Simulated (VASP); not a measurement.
ZnSi2N:

```
CELL_PARAMETERS angstrom
2.73129 0.00000 0.00000
-1.36564 2.36537 0.00000
0.00000 0.00000 7.60229
ATOMIC_POSITIONS crystal
Zn 0.00000 0.00000 0.00000
Si 0.33333 0.66667 0.32400
Si 0.66667 0.33333 0.67600
N 0.00000 0.00000 0.50000
```

The cell was generated, and may not be a known phase.

| Property | Result |
| --- | --- |
| Program | VASP 6.6.1 |
| Task | relaxation of cell and atoms |
| Functional | PBE |
| Potentials or basis | VASP PAW PBE potentials, release 64 (Zn, Si, N) |
| Cutoff | 600 eV |
| k mesh | 18 × 18 × 6 |
| Occupations | gaussian, width 0.1 eV |
| Spin | no spin polarisation |

At the start: pressure 0.6 GPa; volume 12.28 Å³/atom.

Q: Where does the relaxation end?

A: Over 6 steps the energy falls by 8.6 meV/atom and the volume is 12.65 Å³/atom (+3.0 %); space group P-3m1 (No. 164, to 0.1 Å) before and after.

Step by step:
| step | energy change (eV) | largest force (eV/Å) | pressure (GPa) | volume (Å³) |
| --- | --- | --- | --- | --- |
| 1 | 0.0000 | 0.3009 | 0.62 | 49.11 |
| 2 | -0.0150 | 0.2206 | 0.45 | 49.45 |
| 3 | -0.0343 | 0.0442 | 0.33 | 50.45 |
| 4 | -0.0343 | 0.0509 | 0.35 | 50.47 |
| 5 | -0.0335 | 0.1381 | -0.60 | 50.83 |
| 6 | -0.0345 | 0.0088 | 0.05 | 50.59 |

Final structure:
```cif
data_structure
_symmetry_space_group_name_H-M 'P 1'
_symmetry_Int_Tables_number 1
_cell_length_a 2.7161
_cell_length_b 2.7161
_cell_length_c 7.9179
_cell_angle_alpha 90.000
_cell_angle_beta 90.000
_cell_angle_gamma 120.000
_cell_volume 50.59
loop_
_atom_site_label
_atom_site_type_symbol
_atom_site_fract_x
_atom_site_fract_y
_atom_site_fract_z
_atom_site_occupancy
Zn1 Zn 0.00000 0.00000 0.00000 1
Si1 Si 0.33333 0.66667 0.33162 1
Si2 Si 0.66667 0.33333 0.66838 1
N1 N 0.00000 0.00000 0.50000 1
```

Caveat: an odd number of electrons without spin polarisation forces a metal; a magnetic or distorted state may lie lower.
